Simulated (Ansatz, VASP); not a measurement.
Given: the input of a run of VASP 6.6.1 on Ni.

Contents of INCAR:

```
SYSTEM = Ni
ALGO     = Normal         ! electronic algorithm
EDIFF    = 1E-6           ! SCF threshold, eV
ENCUT    = 520            ! plane-wave cutoff, eV
GGA      = CA             ! functional
ISIF     = 2              ! what is computed and relaxed
ISMEAR   = -1             ! smearing method
ISPIN    = 2              ! spin polarisation
LASPH    = .True.         ! aspherical terms in the spheres
LCHARG   = .False.        ! write CHGCAR
LMAXMIX  = 4              ! l up to which the mixer works
LORBIT   = 11             ! projections on sites
LREAL    = .False.        ! projectors in reciprocal space
LWAVE    = .False.        ! write WAVECAR
MAGMOM   = 1 1 1 1 1 1    ! initial moments
NBANDS   = 43             ! bands
NELM     = 150            ! most SCF steps
PREC     = Accurate       ! precision mode
SIGMA    = 0.05           ! smearing width, eV
```

The input KPOINTS:

```
k-points
0
Gamma
  12 12 1
  0 0 0
```

File POSCAR:

```
Ni
1.0
    2.5002588676      0.0000000000      0.0000000000
   -1.2501294338      2.1652876954      0.0000000000
    0.0000000000      0.0000000000     25.2072640841
Ni
6
Direct
    0.6666666667      0.3333333333      0.2975332815
    0.3333333333      0.6666666667      0.3785199689
    0.0000000000      0.0000000000      0.4595066563
    0.6666666667      0.3333333333      0.5404933437
    0.3333333333      0.6666666667      0.6214800311
    0.0000000000      0.0000000000      0.7024667185
```

Potentials or basis: VASP PAW LDA potentials, release 64 (Ni).

Command:

```bash
$ cat potpaw_LDA.64/Ni/POTCAR > POTCAR
$ mpirun -np 1 vasp_std > vasp.out
```

Task: Set up the same calculation for Ansatz 0.2.0. Potentials there: all-electron LAPW, scalar-relativistic.

Result: As run (the cutoff follows the program's own potentials):

File input.yaml:

```yaml
crystal:
  lattice:
    - [2.5002588676, 0.0, 0.0]
    - [-1.2501294338, 2.1652876954, 0.0]
    - [0.0, 0.0, 25.2072640841]
  atoms:
    - { symbol: Ni, position: [0.6666666667, 0.3333333333, 0.2975332815], spin: 1.0 }
    - { symbol: Ni, position: [0.3333333333, 0.6666666667, 0.3785199689], spin: 1.0 }
    - { symbol: Ni, position: [0.0, 0.0, 0.4595066563], spin: 1.0 }
    - { symbol: Ni, position: [0.6666666667, 0.3333333333, 0.5404933437], spin: 1.0 }
    - { symbol: Ni, position: [0.3333333333, 0.6666666667, 0.6214800311], spin: 1.0 }
    - { symbol: Ni, position: [0.0, 0.0, 0.7024667185], spin: 1.0 }
kpoints:
  mp_grid: { grid: [12, 12, 1] }
scf:
  occupations: { method: fermi_dirac, width: 0.05 }
hamiltonian:
  xc: lda
  pseudopotentials: { kind: all_electron, lapw: { basis_error: 0.002 } }
magnetization:
  spin_polarized: true
output:
  forces: true
  stress: true
  eigenvalues: true
```

Potentials or basis: all-electron LAPW, scalar-relativistic.

Command:

```bash
$ ansatz run input.yaml --threads 8 --pin off --max-ram 30720MiB --backend cpu --events-out ev --progress --plain --runs-dir out
```

Both were run:

|  | VASP | Ansatz | Ansatz less VASP |
| --- | --- | --- | --- |
| gap on the k mesh at the Fermi level (eV) | none | none | - |
| rms of the force components (eV/Å) | 0.267 | 0.271 | +0.0045 |
| net moment per atom (μB) | 0.61 | 0.63 | +0.029 |
| size of the moment on the site where the two differ most (μB) | 0.60 | 0.64 | +0.047 |

LDA's correlation is that of Perdew and Zunger in VASP and of Perdew and Wang (1992) in Ansatz. Site moments also hang on the region over which each program counts them. Atom by atom the forces differ by 0.005 eV/Å (rms over components). A gap of «none» marks a metal or a gap that the smearing closes. Ansatz ran all-electron here, and VASP with PAW potentials.
